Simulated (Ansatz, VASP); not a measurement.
One calculation of TaN, two programs

File POSCAR:

```
TaN
1.0
    0.0000000000      1.9328678739      1.9328678739
    1.9328678739      0.0000000000      1.9328678739
    1.9328678739      1.9328678739      0.0000000000
Ta N
1 1
Direct
    0.0000000000      0.0000000000      0.0000000000
    0.5000000000      0.5000000000      0.5000000000
```

INCAR.step1

```
ALGO = Normal
EDIFF = 1E-4
ENCUT = 520
GGA = PE
ISMEAR = -1
LASPH = True
LCHARG = False
LREAL = False
LWAVE = True
NBANDS = 15
NELM = 80
PREC = Accurate
SIGMA = 0.05
```

INCAR.step2

```
ALGO = Normal
EDIFF = 1E-7
ENCUT = 520
ISIF = 2
ISMEAR = -1
ISTART = 1
LASPH = True
LCHARG = False
LMIXTAU = True
LREAL = False
LWAVE = False
METAGGA = R2SCAN
NBANDS = 15
NELM = 80
PREC = Accurate
SIGMA = 0.05
```

Contents of KPOINTS:

```
k-points
0
Gamma
  15 15 15
```

Input for Ansatz:

```yaml
crystal:
  lattice:
    - [0.0, 1.9328678739, 1.9328678739]
    - [1.9328678739, 0.0, 1.9328678739]
    - [1.9328678739, 1.9328678739, 0.0]
  atoms:
    - { symbol: Ta, position: [0.0, 0.0, 0.0] }
    - { symbol: "N", position: [0.5, 0.5, 0.5] }
kpoints:
  mp_grid: { grid: [15, 15, 15] }
scf:
  occupations: { method: fermi_dirac, width: 0.05 }
hamiltonian:
  xc: r2scan
  pseudopotentials: { kind: paw }
output:
  forces: true
  stress: true
  eigenvalues: true
  populations: true
  write_density: true
  write_potential: true
  elf: true
  volumetric_format: npy
```

Change from the starting cell: volume scaled by 0.68, PAW files.

Alike in both runs: task single point; functional r2SCAN; k mesh 15 × 15 × 15; occupations fermi-dirac, width 0.05 eV; no spin polarisation.

```csv
,VASP,Ansatz
version,VASP 6.6.1,Ansatz 0.2.0
potentials or method,"VASP PAW PBE potentials, release 64 (Ta_pv, N)","PAW with Ansatz's default frozen-core files, scalar-relativistic"
plane-wave cutoff (eV),520,500
valence electrons in the cell,16,18
```

```csv
,VASP,Ansatz,Ansatz less VASP
pressure (GPa),321.0,310.3,-10.69
```

VASP's potentials were made for PBE, not for r2SCAN. Both programs put the cell under a high pressure, so it lies far from rest at this level. With one functional, cell and mesh, what is left measures potentials, basis and numerics. VASP's potentials hold 16 valence electrons a cell and Ansatz's 18, so a difference there can come from the potentials and not from the codes.

Neither program's run includes spin-orbit coupling. Noted on VASP's run: the cell as given lies far from equilibrium.
